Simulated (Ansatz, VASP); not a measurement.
## MgO: VASP beside Ansatz

```
CELL_PARAMETERS angstrom
0.00000 2.12799 2.12799
2.12799 0.00000 2.12799
2.12799 2.12799 0.00000
ATOMIC_POSITIONS crystal
Mg 0.00000 0.00000 0.00000
O 0.50000 0.50000 0.50000
```

Alike in both runs: task single point; functional PBEsol; k mesh 10 × 10 × 10; occupations gaussian, width 0.02 eV; no spin polarisation.

|  | VASP | Ansatz |
| --- | --- | --- |
| version | VASP 6.6.1 | Ansatz 0.2.0 |
| potentials or method | VASP PAW PBE potentials, release 64 (Mg, O), cutoff 600 eV | scalar-relativistic, plane waves, PAW |
| valence electrons in the cell | 8 | 16 |

```tsv
	VASP	Ansatz	Ansatz less VASP
gap on the k mesh at the Fermi level (eV)	4.34	4.34	-0.001
least direct gap on the mesh (eV)	4.34	4.34	-0.001
pressure (GPa)	-5.2	-4.4	+0.77
```

VASP's potentials were made for PBE, not for PBEsol. VASP's potentials hold 8 valence electrons a cell and Ansatz's 16, so a difference there can come from the potentials and not from the codes.
